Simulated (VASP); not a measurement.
A run of VASP 6.6.1 is set up as follows.

INCAR

```
SYSTEM = PtS2
ALGO = Normal ; EDIFF = 1E-7
EDIFFG = -0.01 ; ENCUT = 520
GGA = PE ; IBRION = 2
ISIF = 2 ; ISMEAR = 0
LASPH = .True. ; LCHARG = .False.
LREAL = .False. ; LWAVE = .False.
NELM = 80 ; NSW = 50
PREC = Accurate ; SIGMA = 0.05
```

File KPOINTS:

```
k-points
0
Gamma
  9 9 4
  0 0 0
```

The input POSCAR:

```
PtS2
1.0
    3.3262000000      0.0000000000      0.0000000000
   -1.6631000000      2.8805736981      0.0000000000
    0.0000000000      0.0000000000      6.8215000000
Pt S
1 2
Direct
    0.0000000000      0.0000000000      0.0000000000
    0.3333333333      0.6666666667      0.1889525212
    0.6666666667      0.3333333333      0.8110474788
```

Potentials or basis: VASP PAW PBE potentials, release 64 (Pt, S).

Command:

```console
$ cat potpaw_PBE.64/Pt/POTCAR potpaw_PBE.64/S/POTCAR > POTCAR
$ mpirun -np 1 vasp_std > vasp.out
```

Question: Estimate the band gap on the k mesh.

Answer: 1.31 eV (least direct gap 1.59 eV).

Question: Estimate the energy gained by relaxing.

Answer: 36.8 meV/atom.

Stress tensor (GPa, compression positive):
```
13.00  0.00  0.00
 0.00 13.00  0.00
 0.00  0.00  0.04
```

Caveat: spin-orbit coupling is left out, which moves the levels of the heavy elements; this functional lacks dispersion, which binds layers or chains, so the pressure and a relaxed spacing across them are unreliable. A k mesh can miss the band edges.
